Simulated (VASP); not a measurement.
# Ga (P6/mmm) in VASP: a series of runs, part 2 of 2

VASP 6.6.1. Earlier steps stand in the parts before.

## (3) Relaxation of cell and atoms, LDA, target pressure 450 GPa, at which the enthalpy is minimised

This run uses another cell than the first one, of 7.26 Å³/atom.

Input file INCAR:

```
PREC = Accurate
ENCUT = 600
EDIFF = 1E-6
ISMEAR = -1
SIGMA = 0.1
LREAL = False
LASPH = True
NELM = 80
ALGO = Normal
ISIF = 3
LWAVE = False
LCHARG = False
IBRION = 2
NSW = 32
EDIFFG = -0.005
PSTRESS = 4500.0
```

Input file KPOINTS:

```
Automatic mesh
0
Gamma
  10 10 14
```

Input file POSCAR:

```
Ga
1.0
    3.4823579060      0.0000000000      0.0000000000
   -1.7411789530      3.0158104117      0.0000000000
    0.0000000000      0.0000000000      2.0738021781
Ga
3
Direct
    0.0000000000      0.0000000000      0.0000000000
    0.3333333333      0.6666666667      0.5000000000
    0.6666666667      0.3333333333      0.5000000000
```

Potentials or basis: VASP PAW LDA potentials, release 64 (Ga_d).

Launch:

```sh
cat potpaw_LDA.64/Ga_d/POTCAR > POTCAR
mpirun -np 1 vasp_std > vasp.out
```

OUTCAR:

```text
PREC = Accurate
   ENCUT = 600
   EDIFF = 1E-6
   ISMEAR = -1
   LREAL = False
   LASPH = True
   NELM = 80
   ISIF = 3
   IBRION = 2
   NSW = 32
   EDIFFG = -0.005
   PSTRESS = 4500.0

 ion  position               nearest neighbor table
   1  0.000  0.000  0.000-   2 2.26   3 2.26   2 2.26   3 2.26   3 2.26   3 2.26   2 2.26   2 2.26
                             3 2.26   3 2.26   2 2.26   2 2.26
   2  0.333  0.667  0.500-   3 2.01   3 2.01   3 2.01   1 2.26   1 2.26   1 2.26   1 2.26   1 2.26
                             1 2.26   3 2.89   3 2.89   3 2.89   3 2.89   3 2.89   3 2.89
   3  0.667  0.333  0.500-   2 2.01   2 2.01   2 2.01   1 2.26   1 2.26   1 2.26   1 2.26   1 2.26
                             1 2.26   2 2.89   2 2.89   2 2.89   2 2.89   2 2.89   2 2.89

  LATTYP: Found a hexagonal cell.
 ALAT       =     3.4823579060
 C/A-ratio  =     0.5955166683

  Lattice vectors:

 A1 = (   3.4823579060,   0.0000000000,   0.0000000000)
 A2 = (  -1.7411789530,   3.0158104117,   0.0000000000)
 A3 = (   0.0000000000,   0.0000000000,   2.0738021781)

Analysis of symmetry for initial positions (statically):
=====================================================================
 Subroutine PRICEL returns:
 Original cell was already a primitive cell.

 Routine SETGRP: Setting up the symmetry group for a
 hexagonal supercell.

 Subroutine GETGRP returns: Found 24 space group operations
 (whereof 24 operations were pure point group operations)
 out of a pool of 24 trial point group operations.

The static configuration has the point symmetry D_6h.

Analysis of symmetry for dynamics (positions and initial velocities):
=====================================================================
 Subroutine PRICEL returns:
 Original cell was already a primitive cell.

 Routine SETGRP: Setting up the symmetry group for a
[... 141 lines left out ...]
  energy-cutoff  :      600.00
  volume of cell :       21.78
 maximum number of plane-waves:       741
 NGX is ok and might be reduce to    28
   NGX = 13   NGY = 13   NGZ =  9

--------------------------------------- Ionic step        1  -------------------------------------------

 number of electron      38.9999995 magnetization

 Free energy of the ion-electron system (eV)
  ---------------------------------------------------
  ext. energy  EPLUGINS =         0.00000000
  ---------------------------------------------------
  free energy    TOTEN  =         8.43056619 eV

  energy without entropy =        8.45946619  energy(sigma->0) =        8.44501619

------------------------ aborting loop because EDIFF is reached ----------------------------------------

  FORCE on cell =-STRESS in cart. coord.  units (eV):
  Direction    XX          YY          ZZ          XY          YZ          ZX
  --------------------------------------------------------------------------------------
  -------------------------------------------------------------------------------------
  Total       62.8539800     62.8539800     62.6723747      0.0000000     -0.0000000      0.0000000
  in kB     4623.7952932   4623.7952933   4610.4356665      0.0000000     -0.0000000      0.0000000
  external PRESSURE =     119.3420843 kB  Pullay stress =    4500.0000000 kB
[... 100 lines left out ...]
  energy  without entropy=        7.9817425466  energy(sigma->0) =        7.96734116

  enthalpy is  TOTEN    =        69.5956582474 eV   P V=       61.6427184668

[... ionic steps 4 to 7 ...]

--------------------------------------- Ionic step        8  -------------------------------------------

 number of electron      38.9999993 magnetization

------------------------ aborting loop because EDIFF is reached ----------------------------------------
[... 73 lines left out ...]
--------------------------------------- Ionic step       10  -------------------------------------------

 number of electron      38.9999993 magnetization

 Free energy of the ion-electron system (eV)
  ---------------------------------------------------
  ext. energy  EPLUGINS =         0.00000000
  ---------------------------------------------------
  free energy    TOTEN  =         7.97028992 eV

  energy without entropy =        7.99895297  energy(sigma->0) =        7.98462145

 E-fermi :  20.3895     XC(G=0): -17.1966

 val. band max:       20.3885341435   @ k =   0.0000   0.0000   0.2857
 cond. band min:      20.4029064943   @ k =   0.2000   0.1000   0.4286
 fundamental gap:      0.0143723508
 Fermi energy:        20.3894501992

 k-point     1 :       0.0000    0.0000    0.0000
  band No.  band energies     occupation
      1      -2.3452      2.00000
      2      -0.3418      2.00000
      3       0.9309      2.00000
      4       1.0598      2.00000
      5       1.1428      2.00000
      6       1.1428      2.00000
[... 613 lines left out ...]
     22      29.9645      0.00000
     23      32.8588      0.00000

 [... further k-points ...]

------------------------ aborting loop because EDIFF is reached ----------------------------------------

  FORCE on cell =-STRESS in cart. coord.  units (eV):
  Direction    XX          YY          ZZ          XY          YZ          ZX
  --------------------------------------------------------------------------------------
  -------------------------------------------------------------------------------------
  Total       61.6292546     61.6292546     61.6175015      0.0000000     -0.0000000      0.0000000
  in kB     4500.2865704   4500.2865707   4499.4283370      0.0000000     -0.0000000      0.0000000
  external PRESSURE =       0.0004927 kB  Pullay stress =    4500.0000000 kB
[... 22 lines left out ...]
  energy  without entropy=        7.9989529738  energy(sigma->0) =        7.98462145

  enthalpy is  TOTEN    =        69.5956200479 eV   P V=       61.6253301252

 reached required accuracy - stopping structural energy minimisation
```

OSZICAR:

```text
N       E                     dE             d eps       ncg     rms          rms(c)
DAV:   1     0.205945512099E+03    0.20595E+03   -0.20357E+04  6174   0.418E+03
DAV:   2     0.217152570712E+02   -0.18423E+03   -0.18160E+03  5355   0.484E+02
DAV:   3     0.765365127010E+01   -0.14062E+02   -0.13935E+02  5698   0.130E+02
[... 71 lines left out ...]
DAV:   1     0.797019331395E+01   -0.29718E-01   -0.11181E-03  5446   0.855E-01    0.591E-02
DAV:   2     0.797026702715E+01    0.73713E-04   -0.96215E-05  6307   0.310E-01    0.271E-02
DAV:   3     0.797028787965E+01    0.20852E-04   -0.17577E-05  5557   0.134E-01    0.505E-03
DAV:   4     0.797028994791E+01    0.20683E-05   -0.27363E-06  3601   0.310E-02    0.213E-04
DAV:   5     0.797028992271E+01   -0.25202E-07   -0.27485E-07  2674   0.874E-03
  10 F= 0.69595620E+02 E0= 0.69609952E+02  d E =-.395612E-06
```

Run time: 2 min. Hardware: 1 thread of Intel Xeon 6975P-C (Granite Rapids), shared host; peak memory 0.17 GiB.

What came out:

```yaml
Free_energy: 7.9703 eV
Relaxed_volume: 7.31 Å³/atom
Relaxed_cell: a = 3.492 Å, b = 3.492 Å, c = 2.078 Å, α = 90.00°, β = 90.00°, γ = 120.00°
Space_group_after_relaxing_to_0.1_Å: P6/mmm (No. 191)
Energy_change_on_relaxing_the_run_minimises_the_enthalpy: -153.4 meV/atom
Ionic_steps: 10
Pressure_after_relaxing: 450.0 GPa
Band_gap_on_the_k_mesh: zero (an odd number of electrons rules out a gap without spin polarisation)
```

The path:
| step | energy change (eV) | largest force (eV/Å) | pressure (GPa) | volume (Å³) |
| --- | --- | --- | --- | --- |
| 1 | 0.0000 | 0.0000 | 461.93 | 21.78 |
| 2 | -4.3976 | 0.0000 | 349.74 | 23.53 |
| 3 | -0.4776 | 0.0000 | 449.41 | 21.95 |
| 4 | -0.4562 | 0.0000 | 450.10 | 21.94 |
| 5 | -0.4652 | 0.0000 | 449.85 | 21.94 |
| 6 | -0.4634 | 0.0000 | 449.91 | 21.94 |
| 7 | -0.4646 | 0.0000 | 449.90 | 21.94 |
| 8 | -0.4647 | 0.0000 | 449.88 | 21.94 |
| 9 | -0.4307 | 0.0000 | 450.79 | 21.93 |
| 10 | -0.4603 | 0.0000 | 450.00 | 21.94 |

Final structure:
```cif
data_structure
_symmetry_space_group_name_H-M 'P 1'
_symmetry_Int_Tables_number 1
_cell_length_a 3.4920
_cell_length_b 3.4920
_cell_length_c 2.0777
_cell_angle_alpha 90.000
_cell_angle_beta 90.000
_cell_angle_gamma 120.000
_cell_volume 21.94
loop_
_atom_site_label
_atom_site_type_symbol
_atom_site_fract_x
_atom_site_fract_y
_atom_site_fract_z
_atom_site_occupancy
Ga1 Ga 0.00000 0.00000 0.00000 1
Ga2 Ga 0.33333 0.66667 0.50000 1
Ga3 Ga 0.66667 0.33333 0.50000 1
```

Caveat: the cell is relaxed towards a set pressure, so the run minimises the enthalpy, not the energy.
